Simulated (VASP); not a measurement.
# TlCl in VASP: notebook

The runs below take TlCl through single point, relaxation of the atoms, with PBEsol.

Everything below comes from runs of VASP 6.6.1. Logs are shortened: lines on timing, memory, paths and dates and some standing lists are left out, and cuts for length are marked.

## 1. The cell of the first run

The structure is tetragonal, space group P4/mmm (No. 123). The conventional cell has a = 3.769 Å, b = 3.769 Å, c = 3.788 Å, α = 90.00°, β = 90.00°, γ = 90.00°. Within 4.3 Å of Tl (site symmetry 4/mmm) lie 8 Cl at 3.27 Å and 6 Tl at 3.77 to 3.79 Å. Within 4.3 Å of Cl (site symmetry 4/mmm) lie 8 Tl at 3.27 Å and 6 Cl at 3.77 to 3.79 Å.

## 2. Single point, PBEsol (z stretched by +0.5 %, x and y held)

The input, INCAR:

```
  PREC = Accurate
  ENCUT = 500
  EDIFF = 1E-6
  ISMEAR = 0
  SIGMA = 0.01
  LREAL = False
  LASPH = True
  NELM = 120
  ALGO = Normal
  ISIF = 2
  LWAVE = False
  LCHARG = False
  GGA = PS
  NBANDS = 17
  GGA_COMPAT = False
```

The input, KPOINTS:

```
Automatic mesh
0
Gamma
  6 6 6
```

The input, POSCAR:

```
TlCl
1.0
    3.7693040770      0.0000000000      0.0000000000
    0.0000000000      3.7693040770      0.0000000000
    0.0000000000      0.0000000000      3.7881505974
Tl Cl
1 1
Direct
    0.0000000000      0.0000000000      0.0000000000
    0.5000000000      0.5000000000      0.5000000000
```

Potentials or basis: VASP PAW PBE potentials, release 64 (Tl_d, Cl).

Command:

```bash
$ cat potpaw_PBE.64/Tl_d/POTCAR potpaw_PBE.64/Cl/POTCAR > POTCAR
$ mpirun -np 1 vasp_std > vasp.out
```

OUTCAR:

```text
PREC = Accurate
   ENCUT = 500
   EDIFF = 1E-6
   ISMEAR = 0
   LREAL = False
   LASPH = True
   NELM = 120
   ISIF = 2
   GGA = PS

 ion  position               nearest neighbor table
   1  0.000  0.000  0.000-   2 3.27   2 3.27   2 3.27   2 3.27   2 3.27   2 3.27   2 3.27   2 3.27

   2  0.500  0.500  0.500-   1 3.27   1 3.27   1 3.27   1 3.27   1 3.27   1 3.27   1 3.27   1 3.27

  LATTYP: Found a simple tetragonal cell.
 ALAT       =     3.7693040770
 C/A-ratio  =     1.0050000000

  Lattice vectors:

 A1 = (   3.7693040770,   0.0000000000,   0.0000000000)
 A2 = (   0.0000000000,   3.7693040770,   0.0000000000)
 A3 = (   0.0000000000,   0.0000000000,   3.7881505974)

Analysis of symmetry for initial positions (statically):
=====================================================================
 Subroutine PRICEL returns:
 Original cell was already a primitive cell.

 Routine SETGRP: Setting up the symmetry group for a
 simple tetragonal supercell.

 Subroutine GETGRP returns: Found 16 space group operations
 (whereof 16 operations were pure point group operations)
 out of a pool of 16 trial point group operations.

The static configuration has the point symmetry D_4h.

Analysis of symmetry for dynamics (positions and initial velocities):
=====================================================================
 Subroutine PRICEL returns:
 Original cell was already a primitive cell.

 Routine SETGRP: Setting up the symmetry group for a
 simple tetragonal supercell.

 Subroutine GETGRP returns: Found 16 space group operations
 (whereof 16 operations were pure point group operations)
 out of a pool of 16 trial point group operations.

The dynamic configuration has the point symmetry D_4h.

 Subroutine INISYM returns: Found 16 space group operations
 (whereof 16 operations are pure point group operations),
 and found     1 'primitive' translations

----------------------------------------------------------------------------------------

                                     Primitive cell

  volume of cell :      53.8207

  direct lattice vectors                    reciprocal lattice vectors
     3.769304077  0.000000000  0.000000000     0.265300963  0.000000000  0.000000000
     0.000000000  3.769304077  0.000000000     0.000000000  0.265300963  0.000000000
     0.000000000  0.000000000  3.788150597     0.000000000  0.000000000  0.263981057

  length of vectors
     3.769304077  3.769304077  3.788150597     0.265300963  0.265300963  0.263981057

  position of ions in fractional coordinates (direct lattice)
     0.000000000  0.000000000  0.000000000
     0.500000000  0.500000000  0.500000000

  ion indices of the primitive-cell ions
   primitive index   ion index
                 1           1
                 2           2

----------------------------------------------------------------------------------------

 KPOINTS: Automatic mesh

Automatic generation of k-mesh.
 Grid dimensions read from file:
 generate k-points for:    6    6    6

 Generating k-lattice:

  Cartesian coordinates                     Fractional coordinates (reciprocal lattice)
     0.044216827  0.000000000  0.000000000     0.166666667  0.000000000  0.000000000
     0.000000000  0.044216827  0.000000000     0.000000000  0.166666667  0.000000000
     0.000000000  0.000000000  0.043996843     0.000000000  0.000000000  0.166666667

  Length of vectors
     0.044216827  0.044216827  0.043996843

  Shift w.r.t. Gamma in fractional coordinates (k-lattice)
     0.000000000  0.000000000  0.000000000

 Subroutine IBZKPT returns following result:
 ===========================================

 Found     40 irreducible k-points:

 Following reciprocal coordinates:
            Coordinates               Weight
  0.000000  0.000000  0.000000      1.000000
  0.166667  0.000000  0.000000      4.000000
  0.333333  0.000000  0.000000      4.000000
  0.500000  0.000000  0.000000      2.000000
  0.166667  0.166667  0.000000      4.000000
  0.333333  0.166667  0.000000      8.000000
[... 16 lines left out ...]
  0.333333  0.000000  0.333333      8.000000
  0.500000  0.000000  0.333333      4.000000
 [... further k-points ...]
   k-points           NKPTS =     40   k-points in BZ     NKDIM =     40   number of bands    NBANDS=     17
   number of dos      NEDOS =    301   number of ions     NIONS =      2
   total plane-waves  NPLWV =  21952
   dimension x,y,z NGX =    28 NGY =   28 NGZ =   28
   dimension x,y,z NGXF=    56 NGYF=   56 NGZF=   56
   ions per type =               1   1
   NGX,Y,Z   is equivalent  to a cutoff of  12.35, 12.35, 12.29 a.u.
   NGXF,Y,Z  is equivalent  to a cutoff of  24.70, 24.70, 24.58 a.u.
 SYSTEM =  unknown system
   PREC   = accura    normal or accurate (medium, high low for compatibility)
   ISTART =      0    job   : 0-new  1-cont  2-samecut
   ICHARG =      2    charge: 1-file 2-atom 10-const
   ISPIN  =      1    spin polarized calculation?
   LNONCOLLINEAR =      F non collinear calculations
   LSORBIT =      F    spin-orbit coupling
   LASPH  =      T    aspherical Exc in radial PAW
   ENCUT  =  500.0 eV  36.75 Ry    6.06 a.u.   6.87  6.87  6.91*2*pi/ulx,y,z
   NELM   =    120;   NELMIN=  2; NELMDL= -5     # of ELM steps
   EDIFF  = 0.1E-05   stopping-criterion for ELM
   LREAL  =      F    real-space projection
   EDIFFG = 0.1E-04   stopping-criterion for IOM
   NSW    =      0    number of steps for IOM
   IBRION =     -1    ionic relax: 0-MD 1-quasi-New 2-CG
   NFREE  =      0    steps in history (QN), initial steepest desc. (CG)
   ISIF   =      2    stress and relaxation
   ISYM   =      2    0-nonsym 1-usesym 2-fastsym
   POTIM  = 0.5000    time-step for ionic-motion
   TEBEG  =    0.0;   TEEND  =   0.0 temperature during run
   PSTRESS=    0.0 pullay stress
   NELECT =      20.0000    total number of electrons
   NUPDOWN=      -1.0000    fix difference up-down
   EMIN   =  10.00;   EMAX   =-10.00  energy-range for DOS
   EFERMI =   0.00;   METHOD = LEGACY
   ISMEAR =     0;   SIGMA  =   0.01  broadening in eV -4-tet -1-fermi 0-gaus
   EFERMI_NEDOS =   21; number of points for ismear=-14 and -15
   IALGO  =     38    algorithm
   IMIX   =      4    mixing-type and parameters
     AMIX     =   0.40;   BMIX     =  1.00
     AMIX_MAG =   1.60;   BMIX_MAG =  1.00
  volume/ion in A,a.u.               =      26.91       181.60
  Fermi-wavevector in a.u.,A,eV,Ry     =   1.176978  2.224166 18.847837  1.385277
  Thomas-Fermi vector in A             =   2.313332
   LORBIT       =      0    0 simple, 1 ext, 2 COOP (PROOUT), +10 PAW based schemes
   GGA     = PS    functional components
   LHFCALC =     F    Hartree Fock is set to
   AEXX    =    0.0000 exact exchange contribution
   IVDW    =     0    specifies the selected vdW correction
   LEPSILON=     F    determine dielectric tensor
   LRPA    =     F    only Hartree local field effects (RPA)
 non-spin polarized calculation
 Gauss-broadening in eV      SIGMA  =   0.01
  energy-cutoff  :      500.00
  volume of cell :       53.82
 maximum number of plane-waves:      1406
 NGX is ok and might be reduce to    28
   NGX = 13   NGY = 13   NGZ = 13

 number of electron      20.0000006 magnetization

 Free energy of the ion-electron system (eV)
  ---------------------------------------------------
  ext. energy  EPLUGINS =         0.00000000
  ---------------------------------------------------
  free energy    TOTEN  =        -6.46860461 eV

  energy without entropy =       -6.46860461  energy(sigma->0) =       -6.46860461

 E-fermi :   3.1838     XC(G=0):  -9.5952

 val. band max:        3.1438390759   @ k =   0.0000   0.0000   0.5000
 cond. band min:       4.9415288404   @ k =   0.5000   0.0000   0.0000
 fundamental gap:      1.7976897645
 Fermi energy:         3.1837670819

 k-point     1 :       0.0000    0.0000    0.0000
  band No.  band energies     occupation
      1     -10.9331      2.00000
      2      -6.8792      2.00000
      3      -6.8721      2.00000
      4      -6.5922      2.00000
      5      -6.5922      2.00000
      6      -6.5920      2.00000
[... 9 lines left out ...]
     16      15.9727      0.00000
     17      17.3069      0.00000

 k-point     2 :       0.1667    0.0000    0.0000
  band No.  band energies     occupation
      1     -10.8616      2.00000
      2      -6.8695      2.00000
      3      -6.8260      2.00000
      4      -6.6178      2.00000
      5      -6.6172      2.00000
      6      -6.5899      2.00000
[... 9 lines left out ...]
     16      17.1039      0.00000
     17      17.1526      0.00000

 k-point     3 :       0.3333    0.0000    0.0000
  band No.  band energies     occupation
      1     -10.7100      2.00000
      2      -6.8601      2.00000
      3      -6.7303      2.00000
      4      -6.6679      2.00000
      5      -6.6668      2.00000
      6      -6.5853      2.00000
[... 9 lines left out ...]
     16      15.3900      0.00000
     17      17.2289      0.00000

 k-point     4 :       0.5000    0.0000    0.0000
  band No.  band energies     occupation
      1     -10.6293      2.00000
      2      -6.8554      2.00000
      3      -6.6926      2.00000
      4      -6.6911      2.00000
      5      -6.6870      2.00000
      6      -6.5830      2.00000
[... 9 lines left out ...]
     16      17.2027      0.00000
     17      17.2212      0.00000
[... 343 lines left out ...]
      1     -10.6722      2.00000
      2      -6.8319      2.00000
      3      -6.7017      2.00000
      4      -6.6606      2.00000
      5      -6.6588      2.00000
      6      -6.6067      2.00000
[... 9 lines left out ...]
     16      15.7879      0.00000
     17      15.7924      0.00000

 k-point    23 :       0.3333    0.0000    0.3333
  band No.  band energies     occupation
      1     -10.5852      2.00000
      2      -6.7935      2.00000
      3      -6.6522      2.00000
      4      -6.6477      2.00000
      5      -6.6440      2.00000
      6      -6.6121      2.00000
[... 9 lines left out ...]
     16      14.9728      0.00000
     17      16.3325      0.00000

 k-point    24 :       0.5000    0.0000    0.3333
  band No.  band energies     occupation
      1     -10.5406      2.00000
      2      -6.7814      2.00000
      3      -6.6705      2.00000
      4      -6.6408      2.00000
      5      -6.6373      2.00000
      6      -6.5617      2.00000
[... 9 lines left out ...]
     16      15.2393      0.00000
     17      15.7236      0.00000

 [... further k-points ...]
[... 5 lines left out ...]
  --------------------------------------------------------------------------------------
  -------------------------------------------------------------------------------------
  Total       -0.0550928     -0.0550928     -0.0994844      0.0000000      0.0000000     -0.0000000
  in kB       -1.6400450     -1.6400450     -2.9615293      0.0000000      0.0000000     -0.0000000
  external PRESSURE =      -2.0805397 kB  Pullay stress =       0.0000000 kB

 VOLUME and BASIS-vectors are now :
 -----------------------------------------------------------------------------
  energy-cutoff  :      500.00
  volume of cell :       53.82
      direct lattice vectors                 reciprocal lattice vectors
     3.769304077  0.000000000  0.000000000     0.265300963  0.000000000  0.000000000
     0.000000000  3.769304077  0.000000000     0.000000000  0.265300963  0.000000000
     0.000000000  0.000000000  3.788150597     0.000000000  0.000000000  0.263981057

 POSITION                                       TOTAL-FORCE (eV/Angst)
 -----------------------------------------------------------------------------------
      0.00000      0.00000      0.00000         0.000000      0.000000      0.000000
      1.88465      1.88465      1.89408         0.000000      0.000000      0.000000
 -----------------------------------------------------------------------------------
    total drift:                               -0.000000      0.000000      0.000000

  FREE ENERGIE OF THE ION-ELECTRON SYSTEM (eV)
  ---------------------------------------------------
  free  energy   TOTEN  =        -6.4686046064 eV

  energy  without entropy=       -6.4686046064  energy(sigma->0) =       -6.46860461
```

Wall time 39 s (1 thread of Intel Xeon 8259CL, shared host); peak memory 0.18 GiB.

Results:

```yaml
Free_energy: -6.4686 eV
Pressure: -0.2 GPa
Band_gap_on_the_k_mesh: 1.80 eV (least direct gap 1.81 eV)
```

Stress tensor (GPa, compression positive):
```
-0.16  0.00  0.00
 0.00 -0.16  0.00
 0.00  0.00 -0.30
```

Caveat: the cell differs from its parent crystal (z stretched by +0.5 %, x and y held); the PAW data sets were made with another functional, which shifts forces and pressure a little; spin-orbit coupling is left out, which moves the levels of the heavy elements. A k mesh can miss the band edges.

(Continued in part 2 of 2.)
